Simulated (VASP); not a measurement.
# ZnS (Cmc2_1) in VASP: notebook

ZnS is run at these levels: PBE; tasks: single point.

All numbers are computed with VASP 6.6.1; they aren't measurements. Logs are shortened: lines on timing, memory, paths and dates and some standing lists are left out, and cuts for length are marked.

## (1) The cell of the first run

Symmetry: Cmc2_1, No. 36, orthorhombic system. The conventional cell has a = 3.963 Å, b = 6.601 Å, c = 6.234 Å, α = 90.00°, β = 90.00°, γ = 90.00°. Within 3.1 Å of Zn (site symmetry m) lie 4 S at 2.31 to 2.40 Å. Within 3.1 Å of S (site symmetry m) lie 4 Zn at 2.31 to 2.40 Å.

## (2) Single point, PBE (strain +0.0400 x Voigt [1, 0, 0, 0, 0, 0])

Input file INCAR:

```
SYSTEM = ZnS
PREC     = Accurate       ! precision mode
ENCUT    = 520            ! plane-wave cutoff, eV
EDIFF    = 1E-6           ! SCF threshold, eV
ISMEAR   = 0              ! smearing method
SIGMA    = 0.05           ! smearing width, eV
LREAL    = .FALSE.        ! projectors in reciprocal space
LASPH    = .TRUE.         ! aspherical terms in the spheres
NELM     = 60             ! most SCF steps
ALGO     = Normal         ! electronic algorithm
ISIF     = 2              ! what is computed and relaxed
LWAVE    = .FALSE.        ! write WAVECAR
LCHARG   = .FALSE.        ! write CHGCAR
GGA      = PE             ! functional
NBANDS   = 26             ! bands
```

Input file KPOINTS:

```
regular mesh
0
G
  12 12 6
  0 0 0
```

Input file POSCAR:

```
ZnS
1.0
    3.9634387328      0.0000000000      0.0000000000
   -1.9817193664      3.3004217586      0.0000000000
    0.0000000000      0.0000000000      6.2340000000
Zn S
2 2
Direct
    0.3333333333      0.6666666667      0.0000000000
    0.6666666667      0.3333333333      0.5000000000
    0.3333333333      0.6666666667      0.3850000000
    0.6666666667      0.3333333333      0.8850000000
```

Potentials or basis: VASP PAW PBE potentials, release 64 (Zn, S).

Started as:

```console
> cat potpaw_PBE.64/Zn/POTCAR potpaw_PBE.64/S/POTCAR > POTCAR
> mpirun -np 1 vasp_std > vasp.out
```

OUTCAR:

```text
SYSTEM = ZnS
   PREC = Accurate
   ENCUT = 520
   EDIFF = 1E-6
   ISMEAR = 0
   LREAL = .FALSE.
   LASPH = .TRUE.
   NELM = 60
   ISIF = 2
   GGA = PE

 ion  position               nearest neighbor table
   1  0.333  0.667  0.000-   4 2.31   4 2.38   4 2.38   3 2.40
   2  0.667  0.333  0.500-   3 2.31   3 2.38   3 2.38   4 2.40
   3  0.333  0.667  0.385-   2 2.31   2 2.38   2 2.38   1 2.40
   4  0.667  0.333  0.885-   1 2.31   1 2.38   1 2.38   2 2.40

  Warning from LATTYP: Monoclinic adjustment (A1->A3, A2->A1, A3->A2)!
  LATTYP: Found a base centered orthorhombic cell.
 ALAT       =     3.9634387328
 B/A-ratio  =     1.6654334688
 C/A-ratio  =     1.5728765903

  Lattice vectors:

 A1 = (   1.9817193664,  -3.3004217586,   0.0000000000)
 A2 = (   1.9817193664,   3.3004217586,   0.0000000000)
 A3 = (   0.0000000000,   0.0000000000,   6.2340000000)

Analysis of symmetry for initial positions (statically):
=====================================================================
 Subroutine PRICEL returns:
 Original cell was already a primitive cell.

 Routine SETGRP: Setting up the symmetry group for a
 base centered orthorhombic supercell.

 Subroutine GETGRP returns: Found  4 space group operations
 (whereof  2 operations were pure point group operations)
 out of a pool of  8 trial point group operations.

The static configuration has the point symmetry C_1h.
 The point group associated with its full space group is C_2v.

Analysis of symmetry for dynamics (positions and initial velocities):
=====================================================================
 Subroutine PRICEL returns:
 Original cell was already a primitive cell.

 Routine SETGRP: Setting up the symmetry group for a
 base centered orthorhombic supercell.

 Subroutine GETGRP returns: Found  4 space group operations
 (whereof  2 operations were pure point group operations)
 out of a pool of  8 trial point group operations.

The dynamic configuration has the point symmetry C_1h.
 The point group associated with its full space group is C_2v.

 Subroutine INISYM returns: Found  4 space group operations
 (whereof  2 operations are pure point group operations),
 and found     1 'primitive' translations

----------------------------------------------------------------------------------------

                                     Primitive cell

  volume of cell :      81.5471

  direct lattice vectors                    reciprocal lattice vectors
     3.963438733  0.000000000  0.000000000     0.252306158  0.151495789  0.000000000
    -1.981719366  3.300421759  0.000000000     0.000000000  0.302991579  0.000000000
     0.000000000  0.000000000  6.234000000     0.000000000  0.000000000  0.160410651

  length of vectors
     3.963438733  3.849674718  6.234000000     0.294294702  0.302991579  0.160410651

  position of ions in fractional coordinates (direct lattice)
     0.333333333  0.666666667  0.000000000
     0.666666667  0.333333333  0.500000000
     0.333333333  0.666666667  0.385000000
     0.666666667  0.333333333  0.885000000

  ion indices of the primitive-cell ions
   primitive index   ion index
                 1           1
                 2           2
                 3           3
                 4           4

----------------------------------------------------------------------------------------

 KPOINTS: regular mesh

Automatic generation of k-mesh.
 Grid dimensions read from file:
 generate k-points for:   12   12    6

 Generating k-lattice:

  Cartesian coordinates                     Fractional coordinates (reciprocal lattice)
     0.021025513  0.012624649  0.000000000     0.083333333  0.000000000  0.000000000
     0.000000000  0.025249298  0.000000000     0.000000000  0.083333333  0.000000000
     0.000000000  0.000000000  0.026735109     0.000000000  0.000000000  0.166666667

  Length of vectors
     0.024524559  0.025249298  0.026735109

  Shift w.r.t. Gamma in fractional coordinates (k-lattice)
     0.000000000  0.000000000  0.000000000

 Subroutine IBZKPT returns following result:
 ===========================================

 Found    172 irreducible k-points:

 Following reciprocal coordinates:
            Coordinates               Weight
  0.000000  0.000000  0.000000      1.000000
  0.083333  0.000000  0.000000      4.000000
  0.166667  0.000000  0.000000      4.000000
  0.250000 -0.000000  0.000000      4.000000
  0.333333  0.000000  0.000000      4.000000
  0.416667  0.000000  0.000000      4.000000
[... 16 lines left out ...]
  0.333333  0.166667  0.000000      4.000000
  0.416667  0.166667  0.000000      4.000000
 [... further k-points ...]
   k-points           NKPTS =    172   k-points in BZ     NKDIM =    172   number of bands    NBANDS=     26
   number of dos      NEDOS =    301   number of ions     NIONS =      4
   total plane-waves  NPLWV =  43200
   dimension x,y,z NGX =    30 NGY =   30 NGZ =   48
   dimension x,y,z NGXF=    60 NGYF=   60 NGZF=   96
   ions per type =               2   2
   NGX,Y,Z   is equivalent  to a cutoff of  12.58, 12.96, 12.80 a.u.
   NGXF,Y,Z  is equivalent  to a cutoff of  25.17, 25.91, 25.60 a.u.
 SYSTEM =  ZnS
   PREC   = accura    normal or accurate (medium, high low for compatibility)
   ISTART =      0    job   : 0-new  1-cont  2-samecut
   ICHARG =      2    charge: 1-file 2-atom 10-const
   ISPIN  =      1    spin polarized calculation?
   LNONCOLLINEAR =      F non collinear calculations
   LSORBIT =      F    spin-orbit coupling
   LASPH  =      T    aspherical Exc in radial PAW
   ENCUT  =  520.0 eV  38.22 Ry    6.18 a.u.   7.37  7.16 11.59*2*pi/ulx,y,z
   NELM   =     60;   NELMIN=  2; NELMDL= -5     # of ELM steps
   EDIFF  = 0.1E-05   stopping-criterion for ELM
   LREAL  =      F    real-space projection
[... 7 lines left out ...]
   TEBEG  =    0.0;   TEEND  =   0.0 temperature during run
   PSTRESS=    0.0 pullay stress
   NELECT =      36.0000    total number of electrons
   NUPDOWN=      -1.0000    fix difference up-down
   EMIN   =  10.00;   EMAX   =-10.00  energy-range for DOS
   EFERMI =   0.00;   METHOD = LEGACY
   ISMEAR =     0;   SIGMA  =   0.05  broadening in eV -4-tet -1-fermi 0-gaus
   EFERMI_NEDOS =   21; number of points for ismear=-14 and -15
   IALGO  =     38    algorithm
   IMIX   =      4    mixing-type and parameters
     AMIX     =   0.40;   BMIX     =  1.00
     AMIX_MAG =   1.60;   BMIX_MAG =  1.00
  volume/ion in A,a.u.               =      20.39       137.58
  Fermi-wavevector in a.u.,A,eV,Ry     =   1.246540  2.355619 21.141574  1.553862
  Thomas-Fermi vector in A             =   2.380713
   LORBIT       =      0    0 simple, 1 ext, 2 COOP (PROOUT), +10 PAW based schemes
   GGA     = PE    functional components
   LHFCALC =     F    Hartree Fock is set to
   AEXX    =    0.0000 exact exchange contribution
   IVDW    =     0    specifies the selected vdW correction
   LEPSILON=     F    determine dielectric tensor
   LRPA    =     F    only Hartree local field effects (RPA)
 non-spin polarized calculation
 Gauss-broadening in eV      SIGMA  =   0.05
  energy-cutoff  :      520.00
  volume of cell :       81.55
 maximum number of plane-waves:      2224
 NGX is ok and might be reduce to    30
   NGX = 15   NGY = 15   NGZ = 23

 number of electron      35.9999978 magnetization

 Free energy of the ion-electron system (eV)
  ---------------------------------------------------
  ext. energy  EPLUGINS =         0.00000000
  ---------------------------------------------------
  free energy    TOTEN  =       -13.65687472 eV

  energy without entropy =      -13.65687472  energy(sigma->0) =      -13.65687472

 E-fermi :   2.1155     XC(G=0):  -9.4679

 val. band max:        1.8492201009   @ k =   0.0000   0.0000   0.0000
 cond. band min:       3.8701539652   @ k =   0.0000   0.0000   0.0000
 fundamental gap:      2.0209338643
 Fermi energy:         2.1154785478

 k-point     1 :       0.0000    0.0000    0.0000
  band No.  band energies     occupation
      1     -11.1188      2.00000
      2     -10.2212      2.00000
      3      -4.4104      2.00000
      4      -4.3980      2.00000
      5      -4.3676      2.00000
      6      -4.3373      2.00000
[... 18 lines left out ...]
     25       9.6279      0.00000
     26      11.0356      0.00000

 k-point     2 :       0.0833    0.0000    0.0000
  band No.  band energies     occupation
      1     -11.0762      2.00000
      2     -10.1982      2.00000
      3      -4.4085      2.00000
      4      -4.3938      2.00000
      5      -4.3600      2.00000
      6      -4.3287      2.00000
[... 18 lines left out ...]
     25       9.7512      0.00000
     26      10.7241      0.00000

 k-point     3 :       0.1667    0.0000    0.0000
  band No.  band energies     occupation
      1     -10.9542      2.00000
      2     -10.1364      2.00000
      3      -4.4107      2.00000
      4      -4.3698      2.00000
      5      -4.3455      2.00000
      6      -4.2969      2.00000
[... 18 lines left out ...]
     25      10.0423      0.00000
     26      10.2793      0.00000

 k-point     4 :       0.2500   -0.0000    0.0000
  band No.  band energies     occupation
      1     -10.7715      2.00000
      2     -10.0565      2.00000
      3      -4.4050      2.00000
      4      -4.3390      2.00000
      5      -4.3235      2.00000
      6      -4.2431      2.00000
[... 18 lines left out ...]
     25      10.0465      0.00000
     26      10.7775      0.00000
[... 496 lines left out ...]
      1     -10.4531      2.00000
      2      -9.9582      2.00000
      3      -4.3344      2.00000
      4      -4.3211      2.00000
      5      -4.2345      2.00000
      6      -4.1988      2.00000
[... 18 lines left out ...]
     25      10.4922      0.00000
     26      10.9798      0.00000

 k-point    23 :       0.3333    0.1667    0.0000
  band No.  band energies     occupation
      1     -10.2839      2.00000
      2      -9.9497      2.00000
      3      -4.3395      2.00000
      4      -4.2854      2.00000
      5      -4.1631      2.00000
      6      -4.1414      2.00000
[... 18 lines left out ...]
     25      10.6889      0.00000
     26      11.2707      0.00000

 k-point    24 :       0.4167    0.1667    0.0000
  band No.  band energies     occupation
      1     -10.2163      2.00000
      2      -9.9614      2.00000
      3      -4.3453      2.00000
      4      -4.2768      2.00000
      5      -4.1419      2.00000
      6      -4.1014      2.00000
[... 18 lines left out ...]
     25      11.0635      0.00000
     26      11.7571      0.00000

 [... further k-points ...]
[... 5 lines left out ...]
  --------------------------------------------------------------------------------------
  -------------------------------------------------------------------------------------
  Total       -1.3475031      0.7199338      0.0013709      0.0000000      0.0000000      0.0000000
  in kB      -26.4747558     14.1447332      0.0269338      0.0000000      0.0000000      0.0000000
  external PRESSURE =      -4.1010296 kB  Pullay stress =       0.0000000 kB

 VOLUME and BASIS-vectors are now :
 -----------------------------------------------------------------------------
  energy-cutoff  :      520.00
  volume of cell :       81.55
      direct lattice vectors                 reciprocal lattice vectors
     3.963438733  0.000000000  0.000000000     0.252306158  0.151495789  0.000000000
    -1.981719366  3.300421759  0.000000000     0.000000000  0.302991579  0.000000000
     0.000000000  0.000000000  6.234000000     0.000000000  0.000000000  0.160410651

 POSITION                                       TOTAL-FORCE (eV/Angst)
 -----------------------------------------------------------------------------------
     -0.00000      2.20028      0.00000        -0.000000     -0.179805      0.206666
      1.98172      1.10014      3.11700         0.000000      0.179805      0.206666
     -0.00000      2.20028      2.40009         0.000000     -0.240485     -0.206666
      1.98172      1.10014      5.51709         0.000000      0.240485     -0.206666
 -----------------------------------------------------------------------------------
    total drift:                               -0.000000     -0.000001      0.000714

  FREE ENERGIE OF THE ION-ELECTRON SYSTEM (eV)
  ---------------------------------------------------
  free  energy   TOTEN  =       -13.6568747163 eV

  energy  without entropy=      -13.6568747163  energy(sigma->0) =      -13.65687472
```

Run time: 4 min. Hardware: 1 thread of AMD EPYC 7R13 (Zen 3), shared host; peak memory 0.38 GiB.

Results:

```
Free energy            : -13.6569 eV
Pressure               : -0.4 GPa
Largest force          : 0.317 eV/Å
Band gap on the k mesh : 2.02 eV, direct
```

Forces in eV/Å, atoms in the order of the input:
```
Zn   0.000 -0.180  0.207
Zn   0.000  0.180  0.207
S    0.000 -0.240 -0.207
S    0.000  0.240 -0.207
```

Caveat: the cell differs from its parent crystal (strain +0.0400 x Voigt [1, 0, 0, 0, 0, 0]). A k mesh can miss the band edges.

(Part 1 of 2 ends here.)
